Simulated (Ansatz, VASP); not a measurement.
One calculation of Ti, two programs

```
Ti
1.0
     4.40488    0.00000    0.00000
    -2.20244    3.81474    0.00000
     0.00000    0.00000    2.74366
Ti
3
Direct
  0.00000 0.00000 0.00000
  0.33333 0.66667 0.50000
  0.66667 0.33333 0.50000
```

Alike in both runs: functional BLYP; dispersion D3(BJ); k mesh 7 × 7 × 10; no spin polarisation.

Ansatz relaxed the structure, and its values are those at the end. VASP's run is a single point on that final structure, the one shown.

|  | VASP | Ansatz |
| --- | --- | --- |
| version | VASP 6.6.1 | Ansatz 0.2.0 |
| potentials or method | VASP PAW PBE potentials, release 64 (Ti_sv), cutoff 520 eV | plane waves, PAW |
| occupations | methfessel-paxton of order 1, width 0.1 eV | cold |
| valence electrons in the cell | 36 | 36 |

```tsv
	VASP	Ansatz	Ansatz less VASP
pressure (GPa)	-0.2	0.0	+0.15
```

VASP's potentials were made for PBE, not for BLYP.
